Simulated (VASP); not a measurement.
## SiW3: single point with PBE

SiW3:

```
Si W
1.0
    -2.73395    2.73395    2.73395
     2.73395   -2.73395    2.73395
     2.73395    2.73395   -2.73395
Si W
1 3
Direct
  0.00000 0.00000 0.00000
  0.50000 0.50000 0.00000
  0.50000 0.00000 0.50000
  0.00000 0.50000 0.50000
```

This cell differs from its parent crystal: strain +0.050 along x and y, +0.050 along z.

- Program: VASP 6.6.1
- Task: single point
- Functional: PBE
- Potentials or basis: VASP PAW PBE potentials, release 64 (Si, W_sv)
- Cutoff: 520 eV
- k mesh: 14 × 14 × 14
- Occupations: gaussian, width 0.15 eV
- Spin: no spin polarisation

```
Pressure               : -20.1 GPa
Band gap on the k mesh : zero (bands 23 and 24 overlap by 1.43 eV)
```

Levels at points of the mesh, in eV from the Fermi level:
```tsv
k point	band 21	band 22	band 23	band 24	band 25	band 26
(0.00, 0.00, 0.00)	-0.30	-0.30	0.29	0.29	1.60	1.60
(0.50, 0.00, 0.00)	-1.04	-0.47	-0.42	-0.30	-0.03	0.62
(0.50, 0.50, 0.50)	-2.38	-2.38	0.00	0.00	0.98	0.98
```

It took 110 s on 1 thread of Intel(R) Xeon(R) 6975P-C (Granite Rapids), on a shared host, peak memory 0.35 GiB.

Caveat: the cell differs from its parent crystal (strain +0.050 along x and y, +0.050 along z); the cell stands under tension; spin-orbit coupling is left out, which moves the levels of the heavy elements.
